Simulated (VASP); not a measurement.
# C (Cmmm) in VASP: single point with LDA

Aim: the single point of C with LDA.

Everything below comes from runs of VASP 6.6.1. Logs are shortened: lines on timing, memory, paths and dates and some standing lists are left out, and cuts for length are marked.

## Step 1: The cell of the first run

The structure is orthorhombic, space group Cmmm (No. 65). Conventional cell: a = 4.207 Å, b = 8.667 Å, c = 2.486 Å, α = 90.00°, β = 90.00°, γ = 90.00°. C (site symmetry m) has 4 C at 1.51 to 1.56 Å within 2.0 Å. C (site symmetry m) has 4 C at 1.51 to 1.55 Å within 2.0 Å.

## Step 2: Single point, LDA

Input file INCAR:

```
SYSTEM = C
PREC = Accurate ; ENCUT = 910
EDIFF = 1E-6 ; ISMEAR = 0
SIGMA = 0.05 ; LREAL = .False.
LASPH = .True. ; NELM = 120
ALGO = Normal ; ISIF = 2
LWAVE = .False. ; LCHARG = .False.
GGA = CA ; NBANDS = 26
GGA_COMPAT = .False.
```

Input file KPOINTS:

```
Automatic mesh
0
Gamma
  6 6 10
  0 0 0
```

Input file POSCAR:

```
C
1.0
    2.1032727620     -4.3337146136      0.0000000000
    2.1032727620      4.3337146136      0.0000000000
    0.0000000000      0.0000000000      2.4856616114
C
8
Direct
    0.6482879639      0.9815881366      0.0000000000
    0.3517120361      0.0184118634      0.0000000000
    0.0184118634      0.3517120361      0.0000000000
    0.9815881366      0.6482879639      0.0000000000
    0.4045540954      0.2260768148      0.5000000000
    0.5954459046      0.7739231852      0.5000000000
    0.7739231852      0.5954459046      0.5000000000
    0.2260768148      0.4045540954      0.5000000000
```

Potentials or basis: VASP PAW LDA potentials, release 64 (C_h).

Command:

```bash
$ cat potpaw_LDA.64/C_h/POTCAR > POTCAR
$ mpirun -np 1 vasp_std > vasp.out
```

OUTCAR:

```text
SYSTEM = C
   PREC = Accurate
   ENCUT = 910
   EDIFF = 1E-6
   ISMEAR = 0
   LREAL = .False.
   LASPH = .True.
   NELM = 120
   ISIF = 2
   GGA = CA

 ion  position               nearest neighbor table
   1  0.648  0.982  0.000-   6 1.51   6 1.51
   2  0.352  0.018  0.000-   5 1.51   5 1.51
   3  0.018  0.352  0.000-   8 1.51   8 1.51
   4  0.982  0.648  0.000-   7 1.51   7 1.51
   5  0.405  0.226  0.500-   2 1.51   2 1.51
   6  0.595  0.774  0.500-   1 1.51   1 1.51
   7  0.774  0.595  0.500-   4 1.51   4 1.51
   8  0.226  0.405  0.500-   3 1.51   3 1.51

  LATTYP: Found a base centered orthorhombic cell.
 ALAT       =     4.2065455240
 B/A-ratio  =     2.0604624811
 C/A-ratio  =     0.5909032952

  Lattice vectors:

 A1 = (   2.1032727620,  -4.3337146136,   0.0000000000)
 A2 = (   2.1032727620,   4.3337146136,   0.0000000000)
 A3 = (   0.0000000000,   0.0000000000,   2.4856616114)

Analysis of symmetry for initial positions (statically):
=====================================================================
 Subroutine PRICEL returns:
 Original cell was already a primitive cell.

 Routine SETGRP: Setting up the symmetry group for a
 base centered orthorhombic supercell.

 Subroutine GETGRP returns: Found  8 space group operations
 (whereof  8 operations were pure point group operations)
 out of a pool of  8 trial point group operations.

The static configuration has the point symmetry D_2h.

Analysis of symmetry for dynamics (positions and initial velocities):
=====================================================================
 Subroutine PRICEL returns:
 Original cell was already a primitive cell.

 Routine SETGRP: Setting up the symmetry group for a
 base centered orthorhombic supercell.

 Subroutine GETGRP returns: Found  8 space group operations
 (whereof  8 operations were pure point group operations)
 out of a pool of  8 trial point group operations.

The dynamic configuration has the point symmetry D_2h.

 Subroutine INISYM returns: Found  8 space group operations
 (whereof  8 operations are pure point group operations),
 and found     1 'primitive' translations

----------------------------------------------------------------------------------------

                                     Primitive cell

  volume of cell :      45.3135

  direct lattice vectors                    reciprocal lattice vectors
     2.103272762 -4.333714614  0.000000000     0.237724754 -0.115374464  0.000000000
     2.103272762  4.333714614  0.000000000     0.237724754  0.115374464  0.000000000
     0.000000000  0.000000000  2.485661611     0.000000000  0.000000000  0.402307376

  length of vectors
     4.817140092  4.817140092  2.485661611     0.264242929  0.264242929  0.402307376

  position of ions in fractional coordinates (direct lattice)
     0.648287964  0.981588137  0.000000000
     0.351712036  0.018411863  0.000000000
     0.018411863  0.351712036  0.000000000
     0.981588137  0.648287964  0.000000000
     0.404554095  0.226076815  0.500000000
     0.595445905  0.773923185  0.500000000
     0.773923185  0.595445905  0.500000000
     0.226076815  0.404554095  0.500000000

  ion indices of the primitive-cell ions
   primitive index   ion index
                 1           1
                 2           2
                 3           3
                 4           4
                 5           5
                 6           6
                 7           7
                 8           8

----------------------------------------------------------------------------------------

 KPOINTS: Automatic mesh

Automatic generation of k-mesh.
 Grid dimensions read from file:
 generate k-points for:    6    6   10

 Generating k-lattice:

  Cartesian coordinates                     Fractional coordinates (reciprocal lattice)
     0.039620792 -0.019229077  0.000000000     0.166666667  0.000000000  0.000000000
     0.039620792  0.019229077  0.000000000     0.000000000  0.166666667  0.000000000
     0.000000000  0.000000000  0.040230738     0.000000000  0.000000000  0.100000000

  Length of vectors
     0.044040488  0.044040488  0.040230738

  Shift w.r.t. Gamma in fractional coordinates (k-lattice)
     0.000000000  0.000000000  0.000000000

 Subroutine IBZKPT returns following result:
 ===========================================

 Found     78 irreducible k-points:

 Following reciprocal coordinates:
            Coordinates               Weight
  0.000000  0.000000  0.000000      1.000000
  0.166667  0.000000  0.000000      4.000000
  0.333333  0.000000  0.000000      4.000000
  0.500000  0.000000  0.000000      2.000000
  0.166667  0.166667  0.000000      2.000000
  0.333333  0.166667  0.000000      4.000000
[... 16 lines left out ...]
  0.333333  0.333333  0.100000      4.000000
  0.500000  0.333333  0.100000      8.000000
 [... further k-points ...]
   k-points           NKPTS =     78   k-points in BZ     NKDIM =     78   number of bands    NBANDS=     26
   number of dos      NEDOS =    301   number of ions     NIONS =      8
   total plane-waves  NPLWV =  55296
   dimension x,y,z NGX =    48 NGY =   48 NGZ =   24
   dimension x,y,z NGXF=    96 NGYF=   96 NGZF=   48
   ions per type =               8
   NGX,Y,Z   is equivalent  to a cutoff of  16.57, 16.57, 16.05 a.u.
   NGXF,Y,Z  is equivalent  to a cutoff of  33.13, 33.13, 32.10 a.u.
 SYSTEM =  C
   PREC   = accura    normal or accurate (medium, high low for compatibility)
   ISTART =      0    job   : 0-new  1-cont  2-samecut
   ICHARG =      2    charge: 1-file 2-atom 10-const
   ISPIN  =      1    spin polarized calculation?
   LNONCOLLINEAR =      F non collinear calculations
   LSORBIT =      F    spin-orbit coupling
   LASPH  =      T    aspherical Exc in radial PAW
   ENCUT  =  910.0 eV  66.88 Ry    8.18 a.u.  11.85 11.85  6.11*2*pi/ulx,y,z
   NELM   =    120;   NELMIN=  2; NELMDL= -5     # of ELM steps
   EDIFF  = 0.1E-05   stopping-criterion for ELM
   LREAL  =      F    real-space projection
   EDIFFG = 0.1E-04   stopping-criterion for IOM
   NSW    =      0    number of steps for IOM
   IBRION =     -1    ionic relax: 0-MD 1-quasi-New 2-CG
   NFREE  =      0    steps in history (QN), initial steepest desc. (CG)
   ISIF   =      2    stress and relaxation
   ISYM   =      2    0-nonsym 1-usesym 2-fastsym
   POTIM  = 0.5000    time-step for ionic-motion
   TEBEG  =    0.0;   TEEND  =   0.0 temperature during run
   PSTRESS=    0.0 pullay stress
   NELECT =      32.0000    total number of electrons
   NUPDOWN=      -1.0000    fix difference up-down
   EMIN   =  10.00;   EMAX   =-10.00  energy-range for DOS
   EFERMI =   0.00;   METHOD = LEGACY
   ISMEAR =     0;   SIGMA  =   0.05  broadening in eV -4-tet -1-fermi 0-gaus
   EFERMI_NEDOS =   21; number of points for ismear=-14 and -15
   IALGO  =     38    algorithm
   IMIX   =      4    mixing-type and parameters
     AMIX     =   0.40;   BMIX     =  1.00
     AMIX_MAG =   1.60;   BMIX_MAG =  1.00
  volume/ion in A,a.u.               =       5.66        38.22
  Fermi-wavevector in a.u.,A,eV,Ry     =   1.457859  2.754954 28.917181  2.125353
  Thomas-Fermi vector in A             =   2.574611
   LORBIT       =      0    0 simple, 1 ext, 2 COOP (PROOUT), +10 PAW based schemes
   GGA     = CA    functional components
   LHFCALC =     F    Hartree Fock is set to
   AEXX    =    0.0000 exact exchange contribution
   IVDW    =     0    specifies the selected vdW correction
   LEPSILON=     F    determine dielectric tensor
   LRPA    =     F    only Hartree local field effects (RPA)
 non-spin polarized calculation
 Gauss-broadening in eV      SIGMA  =   0.05
  energy-cutoff  :      910.00
  volume of cell :       45.31
 maximum number of plane-waves:      2858
   NGX = 23   NGY = 23   NGZ = 13

 number of electron      32.0000000 magnetization

 Free energy of the ion-electron system (eV)
  ---------------------------------------------------
  ext. energy  EPLUGINS =         0.00000000
  ---------------------------------------------------
  free energy    TOTEN  =       -79.94236268 eV

  energy without entropy =      -79.94236268  energy(sigma->0) =      -79.94236268

 E-fermi :  11.2837     XC(G=0): -13.6065

 val. band max:       11.0713416020   @ k =   0.5000   0.5000   0.0000
 cond. band min:      14.1191946412   @ k =   0.5000   0.5000   0.3000
 fundamental gap:      3.0478530392
 Fermi energy:        11.2837177357

 k-point     1 :       0.0000    0.0000    0.0000
  band No.  band energies     occupation
      1     -10.6642      2.00000
      2      -5.3101      2.00000
      3      -4.3771      2.00000
      4      -3.9084      2.00000
      5      -3.3112      2.00000
      6      -1.3416      2.00000
[... 18 lines left out ...]
     25      21.1098      0.00000
     26      21.4694      0.00000

 k-point     2 :       0.1667    0.0000    0.0000
  band No.  band energies     occupation
      1     -10.4463      2.00000
      2      -5.7496      2.00000
      3      -5.1934      2.00000
      4      -4.3568      2.00000
      5      -2.8782      2.00000
      6      -0.1282      2.00000
[... 18 lines left out ...]
     25      20.9445      0.00000
     26      22.7868      0.00000

 k-point     3 :       0.3333    0.0000    0.0000
  band No.  band energies     occupation
      1      -9.8090      2.00000
      2      -7.1214      2.00000
      3      -5.9043      2.00000
      4      -4.8856      2.00000
      5      -1.5086      2.00000
      6       1.8672      2.00000
[... 572 lines left out ...]
 k-point    23 :       0.3333    0.3333    0.1000
  band No.  band energies     occupation
      1      -8.4902      2.00000
      2      -8.3052      2.00000
      3      -7.1651      2.00000
      4      -2.5111      2.00000
      5      -0.7167      2.00000
      6       0.9094      2.00000
[... 18 lines left out ...]
     25      20.5389      0.00000
     26      22.2592      0.00000

 k-point    24 :       0.5000    0.3333    0.1000
  band No.  band energies     occupation
      1      -9.2582      2.00000
      2      -8.2730      2.00000
      3      -5.8883      2.00000
      4      -1.6272      2.00000
      5      -1.3353      2.00000
      6       1.0930      2.00000
[... 18 lines left out ...]
     25      21.1898      0.00000
     26      22.0872      0.00000

 [... further k-points ...]

------------------------ aborting loop because EDIFF is reached ----------------------------------------

  FORCE on cell =-STRESS in cart. coord.  units (eV):
  Direction    XX          YY          ZZ          XY          YZ          ZX
  --------------------------------------------------------------------------------------
  -------------------------------------------------------------------------------------
  Total        0.1690521      0.1837937      0.1822558      0.0000000      0.0000000      0.0000000
  in kB        5.9772749      6.4985026      6.4441276      0.0000000      0.0000000      0.0000000
  external PRESSURE =       6.3066350 kB  Pullay stress =       0.0000000 kB

 VOLUME and BASIS-vectors are now :
 -----------------------------------------------------------------------------
  energy-cutoff  :      910.00
  volume of cell :       45.31
      direct lattice vectors                 reciprocal lattice vectors
     2.103272762 -4.333714614  0.000000000     0.237724754 -0.115374464  0.000000000
     2.103272762  4.333714614  0.000000000     0.237724754  0.115374464  0.000000000
     0.000000000  0.000000000  2.485661611     0.000000000  0.000000000  0.402307376

 POSITION                                       TOTAL-FORCE (eV/Angst)
 -----------------------------------------------------------------------------------
      3.42807      1.44443      0.00000         0.004372     -0.002623      0.000000
      0.77847     -1.44443      0.00000        -0.004372      0.002623     -0.000000
      0.77847      1.44443      0.00000        -0.004372     -0.002623      0.000000
      3.42807     -1.44443      0.00000         0.004372      0.002623      0.000000
      1.32639     -0.77347      1.24283        -0.014238     -0.003769      0.000000
      2.88016      0.77347      1.24283         0.014238      0.003769     -0.000000
      2.88016     -0.77347      1.24283         0.014238     -0.003769     -0.000000
      1.32639      0.77347      1.24283        -0.014238      0.003769      0.000000
 -----------------------------------------------------------------------------------
    total drift:                               -0.000000     -0.000000     -0.000000

  FREE ENERGIE OF THE ION-ELECTRON SYSTEM (eV)
  ---------------------------------------------------
  free  energy   TOTEN  =       -79.9423626810 eV

  energy  without entropy=      -79.9423626810  energy(sigma->0) =      -79.94236268
```

It took 58 s on 1 thread of Intel Xeon 6975P-C (Granite Rapids), shared host; peak memory 0.27 GiB.

What came out:

- Free energy: -79.9424 eV
- Pressure: 0.6 GPa
- Largest force: 0.015 eV/Å
- Band gap on the k mesh: 3.05 eV (least direct gap 4.77 eV)

Forces on the atoms (eV/Å):
```
C    0.004 -0.003  0.000
C   -0.004  0.003  0.000
C   -0.004 -0.003  0.000
C    0.004  0.003  0.000
C   -0.014 -0.004  0.000
C    0.014  0.004  0.000
C    0.014 -0.004  0.000
C   -0.014  0.004  0.000
```

Caveat: the cutoff is under 1.25 times the usual one of these potentials, so pressure, stress and relaxed cells hold a basis-set (Pulay) error.
